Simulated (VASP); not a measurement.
# Si3Ge2 (P6/mmm) in VASP: further runs

Runs on Si3Ge2. Level: PBE. Tasks: single point, relaxation of cell and atoms.

Everything below comes from runs of VASP 6.6.1. Logs are shortened: lines on timing, memory, paths and dates and some standing lists are left out, and cuts for length are marked.

**1. The cell of the first run**

The structure is hexagonal, space group P6/mmm (No. 191). Conventional cell: a = 2.746 Å, b = 2.746 Å, c = 12.891 Å, α = 90.00°, β = 90.00°, γ = 120.00°. Si (site symmetry 6mm) has 7 Si at 2.58 to 2.75 Å and 1 Ge at 2.58 Å within 3.4 Å. Within 3.4 Å of Si (site symmetry 6/mmm) lie 8 Si at 2.58 to 2.75 Å. Within 3.4 Å of Ge (site symmetry 6mm) lie 7 Ge at 2.58 to 2.75 Å and 1 Si at 2.58 Å.

**2. Single point, PBE**

The input, INCAR:

```
  PREC = Accurate
  ENCUT = 520
  EDIFF = 1E-6
  ISMEAR = 0
  SIGMA = 0.1
  LREAL = False
  LASPH = True
  NELM = 60
  ALGO = Normal
  ISIF = 2
  LWAVE = False
  LCHARG = False
  GGA = PE
  NBANDS = 28
```

The input, KPOINTS:

```
regular mesh
0
Gamma
  6 6 2
```

The input, POSCAR:

```
Si3Ge2
1.0
    2.7455673400      0.0000000000      0.0000000000
   -1.3727836700      2.3777310700      0.0000000000
    0.0000000000      0.0000000000     12.8912367000
Si Ge
3 2
Direct
    0.0000000000      0.0000000000      0.8000000000
    0.0000000000      0.0000000000      0.0000000000
    0.0000000000      0.0000000000      0.2000000000
    0.0000000000      0.0000000000      0.4000000000
    0.0000000000      0.0000000000      0.6000000000
```

Potentials or basis: VASP PAW PBE potentials, release 64 (Si, Ge_d).

Run with:

```sh
cat potpaw_PBE.64/Si/POTCAR potpaw_PBE.64/Ge_d/POTCAR > POTCAR
mpirun -np 1 vasp_std > vasp.out
```

OUTCAR:

```text
PREC = Accurate
   ENCUT = 520
   EDIFF = 1E-6
   ISMEAR = 0
   LREAL = False
   LASPH = True
   NELM = 60
   ISIF = 2
   GGA = PE

 ion  position               nearest neighbor table
   1  0.000  0.000  0.800-   5 2.58   2 2.58
   2  0.000  0.000  0.000-   1 2.58   3 2.58
   3  0.000  0.000  0.200-   4 2.58   2 2.58
   4  0.000  0.000  0.400-   3 2.58   5 2.58
   5  0.000  0.000  0.600-   1 2.58   4 2.58

  LATTYP: Found a hexagonal cell.
 ALAT       =     2.7455673400
 C/A-ratio  =     4.6952906644

  Lattice vectors:

 A1 = (   2.7455673400,   0.0000000000,   0.0000000000)
 A2 = (  -1.3727836700,   2.3777310700,   0.0000000000)
 A3 = (   0.0000000000,   0.0000000000,  12.8912367000)

Analysis of symmetry for initial positions (statically):
=====================================================================
 Subroutine PRICEL returns:
 Original cell was already a primitive cell.

 Routine SETGRP: Setting up the symmetry group for a
 hexagonal supercell.

 Subroutine GETGRP returns: Found 24 space group operations
 (whereof 24 operations were pure point group operations)
 out of a pool of 24 trial point group operations.

The static configuration has the point symmetry D_6h.

Analysis of symmetry for dynamics (positions and initial velocities):
=====================================================================
 Subroutine PRICEL returns:
 Original cell was already a primitive cell.

 Routine SETGRP: Setting up the symmetry group for a
 hexagonal supercell.

 Subroutine GETGRP returns: Found 24 space group operations
 (whereof 24 operations were pure point group operations)
 out of a pool of 24 trial point group operations.

The dynamic configuration has the point symmetry D_6h.

 Subroutine INISYM returns: Found 24 space group operations
 (whereof 24 operations are pure point group operations),
 and found     1 'primitive' translations

----------------------------------------------------------------------------------------

                                     Primitive cell

  volume of cell :      84.1568

  direct lattice vectors                    reciprocal lattice vectors
     2.745567340  0.000000000  0.000000000     0.364223447  0.210284505  0.000000000
    -1.372783670  2.377731070  0.000000000     0.000000000  0.420569009  0.000000000
     0.000000000  0.000000000 12.891236700     0.000000000  0.000000000  0.077572077

  length of vectors
     2.745567340  2.745567345 12.891236700     0.420569010  0.420569009  0.077572077

  position of ions in fractional coordinates (direct lattice)
     0.000000000  0.000000000  0.800000000
     0.000000000  0.000000000  0.000000000
     0.000000000  0.000000000  0.200000000
     0.000000000  0.000000000  0.400000000
     0.000000000  0.000000000  0.600000000

  ion indices of the primitive-cell ions
   primitive index   ion index
                 1           1
                 2           2
                 3           3
                 4           4
                 5           5

----------------------------------------------------------------------------------------

 KPOINTS: regular mesh

Automatic generation of k-mesh.
 Grid dimensions read from file:
 generate k-points for:    6    6    2

 Generating k-lattice:

  Cartesian coordinates                     Fractional coordinates (reciprocal lattice)
     0.060703908  0.035047417  0.000000000     0.166666667 -0.000000000  0.000000000
     0.000000000  0.070094835  0.000000000     0.000000000  0.166666667  0.000000000
     0.000000000  0.000000000  0.038786038     0.000000000  0.000000000  0.500000000

  Length of vectors
     0.070094835  0.070094835  0.038786038

  Shift w.r.t. Gamma in fractional coordinates (k-lattice)
     0.000000000  0.000000000  0.000000000

 Subroutine IBZKPT returns following result:
 ===========================================

 Found     14 irreducible k-points:

 Following reciprocal coordinates:
            Coordinates               Weight
  0.000000  0.000000  0.000000      1.000000
  0.166667 -0.000000  0.000000      6.000000
  0.333333  0.000000  0.000000      6.000000
  0.500000 -0.000000  0.000000      3.000000
  0.166667  0.166667  0.000000      6.000000
  0.333333  0.166667  0.000000     12.000000
  0.333333  0.333333  0.000000      2.000000
  0.000000  0.000000  0.500000      1.000000
  0.166667 -0.000000  0.500000      6.000000
  0.333333  0.000000  0.500000      6.000000
  0.500000 -0.000000  0.500000      3.000000
  0.166667  0.166667  0.500000      6.000000
  0.333333  0.166667  0.500000     12.000000
  0.333333  0.333333  0.500000      2.000000
   k-points           NKPTS =     14   k-points in BZ     NKDIM =     14   number of bands    NBANDS=     28
   number of dos      NEDOS =    301   number of ions     NIONS =      5
   total plane-waves  NPLWV =  38400
   dimension x,y,z NGX =    20 NGY =   20 NGZ =   96
   dimension x,y,z NGXF=    40 NGYF=   40 NGZF=  192
   ions per type =               3   2
   NGX,Y,Z   is equivalent  to a cutoff of  12.11, 12.11, 12.38 a.u.
   NGXF,Y,Z  is equivalent  to a cutoff of  24.22, 24.22, 24.76 a.u.
 SYSTEM =  unknown system
   PREC   = accura    normal or accurate (medium, high low for compatibility)
   ISTART =      0    job   : 0-new  1-cont  2-samecut
   ICHARG =      2    charge: 1-file 2-atom 10-const
   ISPIN  =      1    spin polarized calculation?
   LNONCOLLINEAR =      F non collinear calculations
   LSORBIT =      F    spin-orbit coupling
   LASPH  =      T    aspherical Exc in radial PAW
   ENCUT  =  520.0 eV  38.22 Ry    6.18 a.u.   5.10  5.10 23.97*2*pi/ulx,y,z
   NELM   =     60;   NELMIN=  2; NELMDL= -5     # of ELM steps
   EDIFF  = 0.1E-05   stopping-criterion for ELM
   LREAL  =      F    real-space projection
[... 7 lines left out ...]
   TEBEG  =    0.0;   TEEND  =   0.0 temperature during run
   PSTRESS=    0.0 pullay stress
   NELECT =      40.0000    total number of electrons
   NUPDOWN=      -1.0000    fix difference up-down
   EMIN   =  10.00;   EMAX   =-10.00  energy-range for DOS
   EFERMI =   0.00;   METHOD = LEGACY
   ISMEAR =     0;   SIGMA  =   0.10  broadening in eV -4-tet -1-fermi 0-gaus
   EFERMI_NEDOS =   21; number of points for ismear=-14 and -15
   IALGO  =     38    algorithm
   IMIX   =      4    mixing-type and parameters
     AMIX     =   0.40;   BMIX     =  1.00
     AMIX_MAG =   1.60;   BMIX_MAG =  1.00
  volume/ion in A,a.u.               =      16.83       113.58
  Fermi-wavevector in a.u.,A,eV,Ry     =   1.277610  2.414333 22.208623  1.632288
  Thomas-Fermi vector in A             =   2.410200
   LORBIT       =      0    0 simple, 1 ext, 2 COOP (PROOUT), +10 PAW based schemes
   GGA     = PE    functional components
   LHFCALC =     F    Hartree Fock is set to
   AEXX    =    0.0000 exact exchange contribution
   IVDW    =     0    specifies the selected vdW correction
   LEPSILON=     F    determine dielectric tensor
   LRPA    =     F    only Hartree local field effects (RPA)
 non-spin polarized calculation
 Gauss-broadening in eV      SIGMA  =   0.10
  energy-cutoff  :      520.00
  volume of cell :       84.16
 maximum number of plane-waves:      2283
   NGX = 11   NGY = 11   NGZ = 47

 number of electron      39.9999973 magnetization

 Free energy of the ion-electron system (eV)
  ---------------------------------------------------
  ext. energy  EPLUGINS =         0.00000000
  ---------------------------------------------------
  free energy    TOTEN  =       -23.44638708 eV

  energy without entropy =      -23.43732690  energy(sigma->0) =      -23.44185699

 E-fermi :   8.2019     XC(G=0): -11.0326

 val. band max:        8.1429499345   @ k =   0.3333   0.1667   0.0000
 cond. band min:       8.3257464854   @ k =   0.3333   0.1667   0.0000
 fundamental gap:      0.1827965508
 Fermi energy:         8.2019286619

 k-point     1 :       0.0000    0.0000    0.0000
  band No.  band energies     occupation
      1     -16.7984      2.00000
      2     -16.7408      2.00000
      3     -16.7408      2.00000
      4     -16.7331      2.00000
      5     -16.7331      2.00000
      6     -16.6594      2.00000
[... 20 lines left out ...]
     27      17.9281      0.00000
     28      19.5162      0.00000

 k-point     2 :       0.1667   -0.0000    0.0000
  band No.  band energies     occupation
      1     -16.7828      2.00000
      2     -16.7466      2.00000
      3     -16.7400      2.00000
      4     -16.6961      2.00000
      5     -16.6893      2.00000
      6     -16.6369      2.00000
[... 20 lines left out ...]
     27      15.8363      0.00000
     28      15.9775      0.00000

 k-point     3 :       0.3333    0.0000    0.0000
  band No.  band energies     occupation
      1     -16.8081      2.00000
      2     -16.7816      2.00000
      3     -16.6937      2.00000
      4     -16.6855      2.00000
      5     -16.6266      2.00000
      6     -16.6258      2.00000
[... 20 lines left out ...]
     27      13.9780      0.00000
     28      14.3649      0.00000

 k-point     4 :       0.5000   -0.0000    0.0000
  band No.  band energies     occupation
      1     -16.8260      2.00000
      2     -16.8003      2.00000
      3     -16.7213      2.00000
      4     -16.6547      2.00000
      5     -16.6477      2.00000
      6     -16.6328      2.00000
[... 268 lines left out ...]
     27      13.2235      0.00000
     28      13.7278      0.00000

 k-point    13 :       0.3333    0.1667    0.5000
  band No.  band energies     occupation
      1     -16.7721      2.00000
      2     -16.7491      2.00000
      3     -16.7065      2.00000
      4     -16.6766      2.00000
      5     -16.6474      2.00000
      6     -16.6363      2.00000
[... 20 lines left out ...]
     27      11.0607      0.00000
     28      11.8354      0.00000

 k-point    14 :       0.3333    0.3333    0.5000
  band No.  band energies     occupation
      1     -16.6868      2.00000
      2     -16.6868      2.00000
      3     -16.6816      2.00000
      4     -16.6654      2.00000
      5     -16.6654      2.00000
      6     -16.6592      2.00000
[... 20 lines left out ...]
     27      11.9829      0.00000
     28      12.0982      0.00000

------------------------ aborting loop because EDIFF is reached ----------------------------------------

  FORCE on cell =-STRESS in cart. coord.  units (eV):
  Direction    XX          YY          ZZ          XY          YZ          ZX
  --------------------------------------------------------------------------------------
  -------------------------------------------------------------------------------------
  Total       -1.8156077     -1.8156077      6.8473275      0.0000000     -0.0000000     -0.0000000
  in kB      -34.5655277    -34.5655279    130.3593739      0.0000000     -0.0000000     -0.0000000
  external PRESSURE =      20.4094394 kB  Pullay stress =       0.0000000 kB

 VOLUME and BASIS-vectors are now :
 -----------------------------------------------------------------------------
  energy-cutoff  :      520.00
  volume of cell :       84.16
      direct lattice vectors                 reciprocal lattice vectors
     2.745567340  0.000000000  0.000000000     0.364223447  0.210284505  0.000000000
    -1.372783670  2.377731070  0.000000000     0.000000000  0.420569009  0.000000000
     0.000000000  0.000000000 12.891236700     0.000000000  0.000000000  0.077572077

 POSITION                                       TOTAL-FORCE (eV/Angst)
 -----------------------------------------------------------------------------------
      0.00000      0.00000     10.31299         0.000000     -0.000000      0.416291
      0.00000      0.00000      0.00000         0.000000      0.000000      0.000000
      0.00000      0.00000      2.57825         0.000000      0.000000     -0.416291
      0.00000      0.00000      5.15649         0.000000     -0.000000     -0.546782
      0.00000      0.00000      7.73474        -0.000000      0.000000      0.546782
 -----------------------------------------------------------------------------------
    total drift:                               -0.000000      0.000000      0.000000

  FREE ENERGIE OF THE ION-ELECTRON SYSTEM (eV)
  ---------------------------------------------------
  free  energy   TOTEN  =       -23.4463870806 eV

  energy  without entropy=      -23.4373269019  energy(sigma->0) =      -23.44185699
```

Run time: 70 s. Hardware: 1 thread of Intel Xeon 8259CL, shared host; peak memory 0.19 GiB.

What came out:

```yaml
Free_energy: -23.4464 eV
Pressure: 2.0 GPa
Largest_force: 0.547 eV/Å
Band_gap_on_the_k_mesh: zero (bands 20 and 21 overlap by 9.82 eV)
```

Forces in eV/Å, atoms in the order of the input:
```
Si   0.000  0.000  0.416
Si   0.000  0.000  0.000
Si   0.000  0.000 -0.416
Ge   0.000  0.000 -0.547
Ge   0.000  0.000  0.547
```

Caveat: the k points lie up to 0.44 Å⁻¹ apart, too coarse for converged energies and pressures of a metal.

**3. Single point, PBE**

This run uses another cell than the first one, of 17.17 Å³/atom.

The input, INCAR:

```
ALGO     = Normal         # electronic algorithm
EDIFF    = 1E-6           # SCF threshold, eV
ENCUT    = 520            # plane-wave cutoff, eV
GGA      = PE             # functional
ISIF     = 2              # what is computed and relaxed
ISMEAR   = 0              # smearing method
LASPH    = T              # aspherical terms in the spheres
LCHARG   = T              # write CHGCAR
LELF     = T              # ELF
LREAL    = F              # projectors in reciprocal space
LVHAR    = T            
LWAVE    = F              # write WAVECAR
NBANDS   = 28             # bands
NELM     = 100            # most SCF steps
PREC     = Accurate       # precision mode
SIGMA    = 0.1            # smearing width, eV
```

The input, KPOINTS:

```
k-points
0
Gamma
  6 6 2
```

The input, POSCAR:

```
Si3Ge2
1.0
    2.7158932959      0.0000000000      0.0000000000
   -1.3579466479      2.3520325882      0.0000000000
    0.0000000000      0.0000000000     13.4406973839
Si Ge
3 2
Direct
    0.0000000000      0.0000000000      0.8057554535
    0.0000000000      0.0000000000      0.0000000000
    0.0000000000      0.0000000000      0.1942445465
    0.0000000000      0.0000000000      0.3953850563
    0.0000000000      0.0000000000      0.6046149437
```

Potentials or basis: VASP PAW PBE potentials, release 64 (Si, Ge_d).

Run with:

```sh
cat potpaw_PBE.64/Si/POTCAR potpaw_PBE.64/Ge_d/POTCAR > POTCAR
mpirun -np 1 vasp_std > vasp.out
```

Run time: 59 s. Hardware: 1 thread of Intel Xeon 8259CL, shared host; peak memory 0.2 GiB.

Results (log left out):

* Free energy: -23.6515 eV
* Pressure: 0.0 GPa
* Largest force: 0.006 eV/Å
* Band gap on the k mesh: zero (bands 20 and 21 overlap by 7.96 eV)

Forces on the atoms (eV/Å):
```
Si   0.000  0.000 -0.005
Si   0.000  0.000  0.000
Si   0.000  0.000  0.005
Ge   0.000  0.000 -0.006
Ge   0.000  0.000  0.006
```

Stress tensor (GPa, compression positive):
```
-0.06  0.00  0.00
 0.00 -0.06  0.00
 0.00  0.00  0.08
```

Levels at points of the mesh, in eV from the Fermi level:
| k point | band 16 | band 17 | band 18 | band 19 | band 20 | band 21 | band 22 | band 23 | band 24 | band 25 |
| --- | --- | --- | --- | --- | --- | --- | --- | --- | --- | --- |
| (0.00, 0.00, 0.00) | -5.46 | -5.26 | -0.29 | -0.15 | 5.56 | 7.51 | 9.41 | 9.41 | 10.12 | 10.12 |
| (0.50, 0.00, 0.00) | -5.43 | -4.78 | -4.05 | -3.86 | -3.58 | -0.48 | -0.04 | 2.71 | 3.65 | 4.54 |
| (0.00, 0.00, 0.50) | -6.52 | -3.04 | -3.02 | 2.59 | 3.28 | 9.43 | 9.43 | 9.55 | 9.99 | 9.99 |
| (0.50, 0.00, 0.50) | -5.61 | -4.69 | -4.59 | -3.23 | -3.22 | -1.76 | 2.05 | 2.11 | 2.23 | 4.82 |

Caveat: the k points lie up to 0.45 Å⁻¹ apart, too coarse for converged energies and pressures of a metal.

(Continued in part 2 of 2.)
